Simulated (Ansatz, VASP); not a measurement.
## GaN in VASP and in Ansatz

```
CELL_PARAMETERS angstrom
3.18000 0.00000 0.00000
-1.59000 2.75396 0.00000
0.00000 0.00000 5.16600
ATOMIC_POSITIONS crystal
Ga 0.33333 0.66667 0.96516
Ga 0.66667 0.33333 0.50000
N 0.33333 0.66667 0.37500
N 0.66667 0.33333 0.87500
```

Alike in both runs: task single point; functional PBE; k mesh 12 × 12 × 6; occupations gaussian, width 0.05 eV; no spin polarisation.

```csv
,VASP,Ansatz
version,VASP 6.6.1,Ansatz 0.2.0
potentials or method,"VASP PAW PBE potentials, release 64 (Ga_d, N), cutoff 520 eV","scalar-relativistic, plane waves, PAW"
valence electrons in the cell,36,36
```

Ansatz gave:

```
gap on the k mesh at the Fermi level (eV)                     : 1.76
least direct gap on the mesh (eV)                             : 1.76
pressure (GPa)                                                : 8.9
traceless stress, the component that is largest in VASP (GPa) : -4.02
rms of the force components (eV/Å)                            : 0.903
```

Q: Estimate VASP's values.

A: gap on the k mesh at the Fermi level (eV): 1.76; least direct gap on the mesh (eV): 1.76; pressure (GPa): 8.9; traceless stress, the component that is largest in VASP (GPa): -3.91; rms of the force components (eV/Å): 0.904.

Atom by atom the forces differ by 0.005 eV/Å (rms over components).
